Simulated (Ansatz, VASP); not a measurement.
WSe2: VASP beside Ansatz

```
CELL_PARAMETERS angstrom
3.31436 0.00000 0.00000
-1.65718 2.89903 0.00000
0.00000 0.00000 16.65868
ATOMIC_POSITIONS crystal
W 0.00000 0.00000 0.00000
Se 0.33333 0.66667 0.09970
Se 0.33333 0.66667 0.90030
```

Change from the starting cell: strain +0.0100 x Voigt [0, 1, 0, 0, 0, 0], atoms carried along.

Alike in both runs: task single point; functional r2SCAN; k mesh 12 × 12 × 2; occupations gaussian, width 0.05 eV; no spin polarisation.

|  | VASP | Ansatz |
| --- | --- | --- |
| version | VASP 6.6.1 | Ansatz 0.2.0 |
| potentials or method | VASP PAW PBE potentials, release 64 (W_sv, Se), cutoff 520 eV | scalar-relativistic, plane waves, PAW |
| valence electrons in the cell | 26 | 46 |

VASP gave:

| Property | Result |
| --- | --- |
| gap on the k mesh at the Fermi level (eV) | 1.59 |
| least direct gap on the mesh (eV) | 1.59 |
| rms of the force components (eV/Å) | 0.039 |

Q: Which values does Ansatz return?

A: gap on the k mesh at the Fermi level (eV): 1.59; least direct gap on the mesh (eV): 1.59; rms of the force components (eV/Å): 0.055.

VASP's potentials were made for PBE, not for r2SCAN. Atom by atom the forces differ by 0.020 eV/Å (rms over components). VASP's potentials hold 26 valence electrons a cell and Ansatz's 46, so a difference there can come from the potentials and not from the codes.

Neither program's run includes spin-orbit coupling.
